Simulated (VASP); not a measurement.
**LaScAs2: relaxation of cell and atoms with PBE**

Crystal: LaScAs2.

```
Sc La As
1.0
     2.26187    1.30589    7.38723
    -2.26187    1.30589    7.38723
     0.00000   -2.61178    7.38723
Sc La As
1 1 2
Direct
  0.00000 0.00000 0.00000
  0.50000 0.50000 0.50000
  0.25000 0.25000 0.25000
  0.75000 0.75000 0.75000
```

```yaml
Program: VASP 6.6.1
Task: relaxation of cell and atoms
Functional: PBE
Potentials_or_basis: VASP PAW PBE potentials, release 64 (Sc_sv, La, As)
Cutoff: 600 eV
k_mesh: 6 × 6 × 6
Occupations: fermi-dirac, width 0.02 eV
Spin: no spin polarisation
Dipole_correction: no
Further_INCAR_settings: ALGO = Normal; EDIFF = 1e-06; IBRION = 2; EDIFFG = -0.005; NSW = 80; ISIF = 3
```

```json
{
  "Relaxed volume": "24.97 Å³/atom",
  "Relaxed cell": "a = 7.123 Å, b = 7.123 Å, c = 7.123 Å, α = 33.84°, β = 33.84°, γ = 33.84°",
  "Space group after relaxing (to 0.1 Å)": "R-3m (No. 166)",
  "Energy gained by relaxing": "378.6 meV/atom",
  "Ionic steps": "14",
  "Pressure after relaxing": "0.0 GPa",
  "Largest force after relaxing": "0.004 eV/Å",
  "Band gap on the k mesh": "zero (bands 16 and 17 overlap by 0.78 eV)"
}
```

Forces on the atoms (eV/Å):
```
Sc   0.000  0.000  0.000
La   0.000  0.000  0.000
As   0.000  0.000 -0.004
As   0.000  0.000  0.004
```

The path:
| step | energy change (eV) | largest force (eV/Å) | pressure (GPa) | volume (Å³) |
| --- | --- | --- | --- | --- |
| 1 | 0.0000 | 0.7689 | -10.66 | 130.92 |
| 2 | -1.1490 | 1.6587 | 6.67 | 93.82 |
| 3 | -1.2754 | 1.4349 | 0.57 | 100.85 |
| 4 | -1.4307 | 0.8547 | 0.70 | 99.84 |
| 5 | -1.5036 | 0.0019 | 1.16 | 98.37 |
| 6 | -1.5044 | 0.0794 | 1.13 | 98.50 |
| 7 | -1.5079 | 0.0254 | -1.11 | 101.48 |
| 8 | -1.5119 | 0.0174 | -0.19 | 100.21 |
| 9 | -1.5140 | 0.0027 | -0.10 | 100.07 |
| 10 | -1.5144 | 0.0085 | -0.02 | 99.94 |
| 11 | -1.5144 | 0.0075 | -0.05 | 99.96 |
| 12 | -1.5144 | 0.0078 | -0.04 | 99.95 |
| 13 | -1.5144 | 0.0023 | 0.04 | 99.85 |
| 14 | -1.5145 | 0.0041 | 0.02 | 99.89 |

Final structure:
```cif
data_structure
_symmetry_space_group_name_H-M 'P 1'
_symmetry_Int_Tables_number 1
_cell_length_a 7.1230
_cell_length_b 7.1230
_cell_length_c 7.1230
_cell_angle_alpha 33.843
_cell_angle_beta 33.843
_cell_angle_gamma 33.843
_cell_volume 99.89
loop_
_atom_site_label
_atom_site_type_symbol
_atom_site_fract_x
_atom_site_fract_y
_atom_site_fract_z
_atom_site_occupancy
Sc1 Sc 0.00000 0.00000 0.00000 1
La1 La 0.50000 0.50000 0.50000 1
As1 As 0.25958 0.25958 0.25958 1
As2 As 0.74042 0.74042 0.74042 1
```

Levels at points of the mesh, in eV from the Fermi level:
| k point | band 13 | band 14 | band 15 | band 16 | band 17 | band 18 | band 19 | band 20 |
| --- | --- | --- | --- | --- | --- | --- | --- | --- |
| (0.00, 0.00, 0.00) | -1.82 | 0.32 | 0.32 | 0.47 | 1.28 | 1.28 | 1.33 | 1.93 |
| (0.50, 0.00, 0.00) | -2.18 | -1.55 | -1.08 | -1.06 | 1.18 | 1.59 | 2.39 | 2.40 |
| (0.50, 0.50, 0.00) | -1.73 | -1.72 | -0.72 | -0.47 | -0.31 | 2.34 | 2.39 | 2.51 |
| (0.50, 0.50, 0.50) | -1.28 | -1.28 | -0.87 | -0.87 | 1.48 | 1.63 | 1.63 | 2.15 |

It took 31 min on 1 thread of Intel(R) Xeon(R) 6975P-C (Granite Rapids), on a shared host, peak memory 0.8 GiB.

Caveat: the volume moved by over 15 % at a fixed basis, so the end points are rough; spin-orbit coupling is left out, which moves the levels of the heavy elements.
